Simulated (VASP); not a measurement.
Input of a VASP 6.6.1 run:

Contents of INCAR:

```
SYSTEM = CaPb2F6
PREC = Accurate ; ENCUT = 520
EDIFF = 1E-6 ; ISMEAR = 0
SIGMA = 0.1 ; LREAL = Auto
LASPH = .True. ; NELM = 60
ALGO = Normal ; ISIF = 2
LWAVE = .False. ; LCHARG = .True.
GGA = PE ; LELF = .True.
LVHAR = .True. ; NBANDS = 95
ISYM = 0
```

KPOINTS

```
regular mesh
0
Gamma
  3 2 2
  0 0 0
```

File POSCAR:

```
CaPb2F6
1.0
    5.8474543623      2.9267443881     -2.9256818852
    2.9245512256      5.8454195402      2.9192607381
    5.8411609866     -2.9193522865      2.9204872356
F Ca Pb
12 2 4
Direct
    0.4619271734      0.3457580015      0.6137286949
    0.8077584592      0.6540465049      0.6140614123
    0.9516532452      0.3334761806      0.1448248061
    0.2854266137      0.6663335223      0.1447119873
    0.6262499389      0.9999918167      0.1231747938
    0.1169582963      0.0001649649      0.6136618589
    0.3742575383      0.9999649158      0.8762765322
    0.7150773263      0.3336273424      0.8547542405
    0.8835314014      0.9997823538      0.3858213142
    0.1927151453      0.3459185912      0.3854609307
    0.5385677916      0.6541930603      0.3857755031
    0.0488577368      0.6664639299      0.8546445369
    0.8336491338      0.3328646070      0.4997540983
    0.1668385706      0.6670922888      0.4997016571
    0.5002375336      0.9999765012      0.4997462511
    0.0002331305      0.9999811183      0.9997327142
    0.3304930544      0.3393833672      0.9998511682
    0.6700069570      0.6605785492      0.9995830438
```

Potentials or basis: VASP PAW PBE potentials, release 64 (F, Ca_sv, Pb_d).

Run with:

```sh
$ cat potpaw_PBE.64/F/POTCAR potpaw_PBE.64/Ca_sv/POTCAR potpaw_PBE.64/Pb_d/POTCAR > POTCAR
$ mpirun -np 1 vasp_std > vasp.out
```

**Question.** Estimate the pressure.

**Answer.** -0.1 GPa.

**Question.** Predict the largest force.

**Answer.** 0.022 eV/Å.

Forces on the atoms (eV/Å):
```
F    0.002 -0.017  0.000
F   -0.001  0.002  0.016
F   -0.012  0.016 -0.009
F   -0.011  0.009 -0.015
F    0.001 -0.002  0.001
F    0.019 -0.004  0.001
F   -0.002  0.001 -0.001
F    0.011 -0.008  0.014
F   -0.019  0.001  0.000
F    0.001  0.000 -0.018
F   -0.002  0.017 -0.001
F    0.011 -0.015  0.009
Ca   0.002  0.002 -0.001
Ca  -0.002 -0.001  0.000
Pb   0.000 -0.002  0.003
Pb   0.001 -0.002  0.003
Pb  -0.001  0.005  0.004
Pb   0.001 -0.002 -0.004
```

Caveat: the k points lie up to 0.47 Å⁻¹ apart.
